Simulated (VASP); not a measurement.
Write the native input for VASP 6.6.1 that does the following.

```
Task                   : relaxation of cell and atoms
Functional             : PBE
Potentials or basis    : VASP PAW PBE potentials, release 64 (B, P)
Cutoff                 : 600 eV
k mesh                 : 4 × 4 × 4
Occupations            : gaussian, width 0.1 eV
Spin                   : no spin polarisation
Dipole correction      : no
Further INCAR settings : ALGO = Normal; EDIFF = 1e-06; IBRION = 2; EDIFFG = -0.04; NSW = 90; ISIF = 3
```

The structure of B2P3 lies in POSCAR:

```
B2P3
1.0
    4.4801314700      0.0000000000      0.0000000000
    0.0000000000      4.4801314700      0.0000000000
    0.0000000000      0.0000000000      4.4801314700
B P
2 3
Direct
    0.0000000000      0.0000000000      0.0000000000
    0.5000000000      0.5000000000      0.5000000000
    0.5000000000      0.0000000000      0.0000000000
    0.0000000000      0.5000000000      0.0000000000
    0.0000000000      0.0000000000      0.5000000000
```

One way to write it, as run:

INCAR

```
SYSTEM = B2P3
ALGO = Normal
EDIFF = 1E-6
EDIFFG = -0.04
ENCUT = 600
GGA = PE
IBRION = 2
ISIF = 3
ISMEAR = 0
LASPH = .True.
LCHARG = .False.
LREAL = .False.
LWAVE = .False.
NELM = 100
NSW = 90
PREC = Accurate
SIGMA = 0.1
```

KPOINTS

```
k-points
0
Gamma
  4 4 4
  0 0 0
```

Potentials or basis: VASP PAW PBE potentials, release 64 (B, P).

Run with:

```bash
$ cat potpaw_PBE.64/B/POTCAR potpaw_PBE.64/P/POTCAR > POTCAR
$ mpirun -np 1 vasp_std > vasp.out
```

It gave:

The relaxed volume is 12.73 Å³/atom, the relaxed cell is a = 3.993 Å, b = 3.993 Å, c = 3.993 Å, α = 90.00°, β = 90.00°, γ = 90.00° and the space group after relaxing (to 0.05 Å) is Pm-3m (No. 221). The energy gained by relaxing is 380.7 meV/atom. The ionic steps are 4 and the pressure after relaxing is 0.1 GPa.

Caveat: the volume moved by over 15 % at a fixed basis, so the end points are rough.

Run time: 18 s on 1 thread of Intel(R) Xeon(R) 6975P-C (Granite Rapids), on a shared host, peak memory 0.2 GiB.
